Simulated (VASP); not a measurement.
# LiF (Fm-3m) in VASP: notebook, part 2 of 2

VASP 6.6.1.

### 3 Single point, LDA

This run uses another cell than the first one, of 7.47 Å³/atom, 1.191 times its volume.

Contents of INCAR:

```
SYSTEM = LiF
PREC = Accurate ; ENCUT = 520
EDIFF = 1E-6 ; ISMEAR = 0
SIGMA = 0.02 ; LREAL = .False.
LASPH = .True. ; NELM = 60
ALGO = Normal ; ISIF = 2
LWAVE = .False. ; LCHARG = .False.
GGA = CA ; NBANDS = 12
```

Contents of KPOINTS:

```
Automatic mesh
0
Gamma
  10 10 10
  0 0 0
```

Contents of POSCAR:

```
LiF
1.0
    0.0000000000      1.9544544216      1.9544544216
    1.9544544216      0.0000000000      1.9544544216
    1.9544544216      1.9544544216      0.0000000000
Li F
1 1
Direct
    0.0000000000      0.0000000000      0.0000000000
    0.5000000000      0.5000000000      0.5000000000
```

Potentials or basis: VASP PAW LDA potentials, release 64 (Li_sv, F).

Launch:

```bash
> cat potpaw_LDA.64/Li_sv/POTCAR potpaw_LDA.64/F/POTCAR > POTCAR
> mpirun -np 1 vasp_std > vasp.out
```

OUTCAR:

```text
SYSTEM = LiF
   PREC = Accurate
   ENCUT = 520
   EDIFF = 1E-6
   ISMEAR = 0
   LREAL = .False.
   LASPH = .True.
   NELM = 60
   ISIF = 2
   GGA = CA

 ion  position               nearest neighbor table
   1  0.000  0.000  0.000-   2 1.95   2 1.95   2 1.95   2 1.95   2 1.95   2 1.95
   2  0.500  0.500  0.500-   1 1.95   1 1.95   1 1.95   1 1.95   1 1.95   1 1.95

  LATTYP: Found a face centered cubic cell.
 ALAT       =     3.9089088432

  Lattice vectors:

 A1 = (   0.0000000000,   1.9544544216,   1.9544544216)
 A2 = (   1.9544544216,   0.0000000000,   1.9544544216)
 A3 = (   1.9544544216,   1.9544544216,   0.0000000000)

Analysis of symmetry for initial positions (statically):
=====================================================================
 Subroutine PRICEL returns:
 Original cell was already a primitive cell.

 Routine SETGRP: Setting up the symmetry group for a
 face centered cubic supercell.

 Subroutine GETGRP returns: Found 48 space group operations
 (whereof 48 operations were pure point group operations)
 out of a pool of 48 trial point group operations.

The static configuration has the point symmetry O_h .

Analysis of symmetry for dynamics (positions and initial velocities):
=====================================================================
 Subroutine PRICEL returns:
 Original cell was already a primitive cell.

 Routine SETGRP: Setting up the symmetry group for a
 face centered cubic supercell.

 Subroutine GETGRP returns: Found 48 space group operations
 (whereof 48 operations were pure point group operations)
 out of a pool of 48 trial point group operations.

The dynamic configuration has the point symmetry O_h .

 Subroutine INISYM returns: Found 48 space group operations
 (whereof 48 operations are pure point group operations),
 and found     1 'primitive' translations

----------------------------------------------------------------------------------------

[... 116 lines left out ...]
   LORBIT       =      0    0 simple, 1 ext, 2 COOP (PROOUT), +10 PAW based schemes
   GGA     = CA    functional components
   LHFCALC =     F    Hartree Fock is set to
   AEXX    =    0.0000 exact exchange contribution
   IVDW    =     0    specifies the selected vdW correction
   LEPSILON=     F    determine dielectric tensor
   LRPA    =     F    only Hartree local field effects (RPA)
 non-spin polarized calculation
 Gauss-broadening in eV      SIGMA  =   0.02
  energy-cutoff  :      520.00
  volume of cell :       14.93
 maximum number of plane-waves:       411
 NGX is ok and might be reduce to    24
   NGX = 11   NGY = 11   NGZ = 11

 number of electron      10.0000006 magnetization

 Free energy of the ion-electron system (eV)
  ---------------------------------------------------
  ext. energy  EPLUGINS =         0.00000000
  ---------------------------------------------------
  free energy    TOTEN  =       -10.50025999 eV

  energy without entropy =      -10.50025999  energy(sigma->0) =      -10.50025999

 E-fermi :  -0.6076     XC(G=0): -11.1264

 val. band max:       -0.7089584938   @ k =   0.0000   0.0000   0.0000
 cond. band min:       8.9807315994   @ k =   0.0000   0.0000   0.0000
 fundamental gap:      9.6896900932
 Fermi energy:        -0.6075529652

 k-point     1 :       0.0000    0.0000    0.0000
  band No.  band energies     occupation
      1     -40.3021      2.00000
      2     -20.5380      2.00000
      3      -0.7090      2.00000
      4      -0.7090      2.00000
      5      -0.7090      2.00000
      6       8.9807      0.00000
      7      23.9199      0.00000
      8      23.9199      0.00000
      9      23.9199      0.00000
     10      24.0845      0.00000
     11      24.0845      0.00000
     12      24.0845      0.00000
[... 331 lines left out ...]
 k-point    24 :       0.4000    0.3000    0.0000
  band No.  band energies     occupation
      1     -40.1988      2.00000
      2     -19.8865      2.00000
      3      -3.3983      2.00000
      4      -1.7390      2.00000
      5      -1.6073      2.00000
      6      12.8940      0.00000
      7      16.1829      0.00000
      8      18.4132      0.00000
      9      19.9675      0.00000
     10      21.0628      0.00000
     11      35.0007      0.00000
     12      35.4330      0.00000

 [... further k-points ...]
[... 5 lines left out ...]
  --------------------------------------------------------------------------------------
  -------------------------------------------------------------------------------------
  Total       -0.0212431     -0.0212431     -0.0212431      0.0000000     -0.0000000      0.0000000
  in kB       -2.2794067     -2.2794067     -2.2794067      0.0000000     -0.0000000      0.0000000
  external PRESSURE =      -2.2794067 kB  Pullay stress =       0.0000000 kB

 VOLUME and BASIS-vectors are now :
 -----------------------------------------------------------------------------
  energy-cutoff  :      520.00
  volume of cell :       14.93
      direct lattice vectors                 reciprocal lattice vectors
     0.000000000  1.954454422  1.954454422    -0.255825869  0.255825869  0.255825869
     1.954454422  0.000000000  1.954454422     0.255825869 -0.255825869  0.255825869
     1.954454422  1.954454422  0.000000000     0.255825869  0.255825869 -0.255825869

 POSITION                                       TOTAL-FORCE (eV/Angst)
 -----------------------------------------------------------------------------------
      0.00000      0.00000      0.00000         0.000000      0.000000     -0.000000
      1.95445      1.95445      1.95445        -0.000000     -0.000000      0.000000
 -----------------------------------------------------------------------------------
    total drift:                               -0.000000     -0.000000      0.000000

  FREE ENERGIE OF THE ION-ELECTRON SYSTEM (eV)
  ---------------------------------------------------
  free  energy   TOTEN  =       -10.5002599879 eV

  energy  without entropy=      -10.5002599879  energy(sigma->0) =      -10.50025999
```

stdout:

```text
POSCAR found type information on POSCAR LiF
 POSCAR found :  2 types and       2 ions
 scaLAPACK will be used
 LDA part: xc-table for (Slater(with rela. corr.)+CA(PZ))
 , standard interpolation
 POSCAR, INCAR and KPOINTS ok, starting setup
 FFT: planning ... GRIDC
 FFT: planning ... GRID_SOFT
 FFT: planning ... GRID
 WAVECAR not read
 entering main loop
```

Run time: 8 s. Hardware: 1 thread of Intel Xeon Platinum 8259CL at 2.50GHz (Skylake/Cascade Lake), shared host; peak memory 0.12 GiB.

Results:

* Free energy: -10.5003 eV
* Band gap on the k mesh: 9.69 eV, direct

Caveat: the cutoff is under 1.25 times the usual one of these potentials, so pressure, stress and relaxed cells hold a basis-set (Pulay) error.

### 4 Single point, LDA

This run uses another cell than the first one, of 7.47 Å³/atom, 1.191 times its volume.

Contents of INCAR:

```
PREC = Accurate
ENCUT = 520
EDIFF = 1E-6
ISMEAR = 0
SIGMA = 0.01
LREAL = F
LASPH = T
NELM = 60
ALGO = Normal
ISIF = 2
LWAVE = F
LCHARG = F
GGA = CA
NBANDS = 12
```

Contents of KPOINTS:

```
regular mesh
0
Gamma
  10 10 10
```

POSCAR is that of step 3.

Potentials or basis: VASP PAW LDA potentials, release 64 (Li_sv, F).

Launch:

```bash
> cat potpaw_LDA.64/Li_sv/POTCAR potpaw_LDA.64/F/POTCAR > POTCAR
> mpirun -np 1 vasp_std > vasp.out
```

OUTCAR:

```text
PREC = Accurate
   ENCUT = 520
   EDIFF = 1E-6
   ISMEAR = 0
   LREAL = F
   LASPH = T
   NELM = 60
   ISIF = 2
   GGA = CA

 ion  position               nearest neighbor table
   1  0.000  0.000  0.000-   2 1.95   2 1.95   2 1.95   2 1.95   2 1.95   2 1.95
   2  0.500  0.500  0.500-   1 1.95   1 1.95   1 1.95   1 1.95   1 1.95   1 1.95

  LATTYP: Found a face centered cubic cell.
 ALAT       =     3.9089088432

  Lattice vectors:

 A1 = (   0.0000000000,   1.9544544216,   1.9544544216)
 A2 = (   1.9544544216,   0.0000000000,   1.9544544216)
 A3 = (   1.9544544216,   1.9544544216,   0.0000000000)

Analysis of symmetry for initial positions (statically):
=====================================================================
 Subroutine PRICEL returns:
 Original cell was already a primitive cell.

 Routine SETGRP: Setting up the symmetry group for a
 face centered cubic supercell.

 Subroutine GETGRP returns: Found 48 space group operations
 (whereof 48 operations were pure point group operations)
 out of a pool of 48 trial point group operations.

The static configuration has the point symmetry O_h .

Analysis of symmetry for dynamics (positions and initial velocities):
[... 167 lines left out ...]
 k-point     1 :       0.0000    0.0000    0.0000
  band No.  band energies     occupation
      1     -40.3021      2.00000
      2     -20.5380      2.00000
      3      -0.7090      2.00000
      4      -0.7090      2.00000
      5      -0.7090      2.00000
      6       8.9807      0.00000
      7      23.9199      0.00000
      8      23.9199      0.00000
      9      23.9199      0.00000
     10      24.0845      0.00000
     11      24.0845      0.00000
     12      24.0845      0.00000
[... 331 lines left out ...]
 k-point    24 :       0.4000    0.3000    0.0000
  band No.  band energies     occupation
      1     -40.1988      2.00000
      2     -19.8865      2.00000
      3      -3.3983      2.00000
      4      -1.7390      2.00000
      5      -1.6073      2.00000
      6      12.8940      0.00000
      7      16.1829      0.00000
      8      18.4132      0.00000
      9      19.9675      0.00000
     10      21.0628      0.00000
     11      35.0007      0.00000
     12      35.4330      0.00000

 [... further k-points ...]
[... 5 lines left out ...]
  --------------------------------------------------------------------------------------
  -------------------------------------------------------------------------------------
  Total       -0.0212431     -0.0212431     -0.0212431      0.0000000      0.0000000      0.0000000
  in kB       -2.2794067     -2.2794067     -2.2794067      0.0000000      0.0000000      0.0000000
  external PRESSURE =      -2.2794067 kB  Pullay stress =       0.0000000 kB

 VOLUME and BASIS-vectors are now :
 -----------------------------------------------------------------------------
  energy-cutoff  :      520.00
  volume of cell :       14.93
      direct lattice vectors                 reciprocal lattice vectors
     0.000000000  1.954454422  1.954454422    -0.255825869  0.255825869  0.255825869
     1.954454422  0.000000000  1.954454422     0.255825869 -0.255825869  0.255825869
     1.954454422  1.954454422  0.000000000     0.255825869  0.255825869 -0.255825869

 POSITION                                       TOTAL-FORCE (eV/Angst)
 -----------------------------------------------------------------------------------
      0.00000      0.00000      0.00000        -0.000000     -0.000000     -0.000000
      1.95445      1.95445      1.95445         0.000000      0.000000      0.000000
 -----------------------------------------------------------------------------------
    total drift:                               -0.000000     -0.000000      0.000000

  FREE ENERGIE OF THE ION-ELECTRON SYSTEM (eV)
  ---------------------------------------------------
  free  energy   TOTEN  =       -10.5002599879 eV

  energy  without entropy=      -10.5002599879  energy(sigma->0) =      -10.50025999
```

stdout:

```text
POSCAR found type information on POSCAR LiF
 POSCAR found :  2 types and       2 ions
 scaLAPACK will be used
 LDA part: xc-table for (Slater(with rela. corr.)+CA(PZ))
 , standard interpolation
 POSCAR, INCAR and KPOINTS ok, starting setup
 FFT: planning ... GRIDC
 FFT: planning ... GRID_SOFT
 FFT: planning ... GRID
 WAVECAR not read
 entering main loop
```

Wall time 5.5 s (1 thread of Intel Xeon Platinum 8259CL at 2.50GHz (Skylake/Cascade Lake), shared host); peak memory 0.12 GiB.

What came out:

| Quantity | Value |
| --- | --- |
| Free energy | -10.5003 eV |
| Band gap on the k mesh | 9.69 eV, direct |

Levels at points of the mesh, in eV from the valence-band top:
```tsv
k point	band 3	band 4	band 5	band 6	band 7	band 8
(0.00, 0.00, 0.00)	0.00	0.00	0.00	9.69	24.63	24.63
(0.50, 0.00, 0.00)	-2.86	-0.26	-0.26	10.84	17.47	19.11
(0.50, 0.50, 0.00)	-3.53	-1.18	-1.18	15.28	16.44	18.27
```

Caveat: the cutoff is under 1.25 times the usual one of these potentials, so pressure, stress and relaxed cells hold a basis-set (Pulay) error. A k mesh can miss the band edges.

### 5 Overview

```csv
cell,smearing,gap on the mesh (eV)
"a = 2.608 Å, angles 60.0°, 2 atoms",gaussian 0.01 eV,11.66
"a = 2.764 Å, angles 60.0°, 2 atoms",gaussian 0.02 eV,9.69
"a = 2.764 Å, angles 60.0°, 2 atoms",gaussian 0.01 eV,9.69
```

Alike in all rows: task single point; level LDA; potentials or basis VASP PAW LDA potentials, release 64 (Li_sv, F); no spin polarisation; k mesh 10 × 10 × 10; cutoff (eV) 520.

Caveats: the cutoff is under 1.25 times the usual one of these potentials, so pressure, stress and relaxed cells hold a basis-set (Pulay) error.

Total energies depend on the potentials used, so only differences within one code and one set of settings carry meaning.
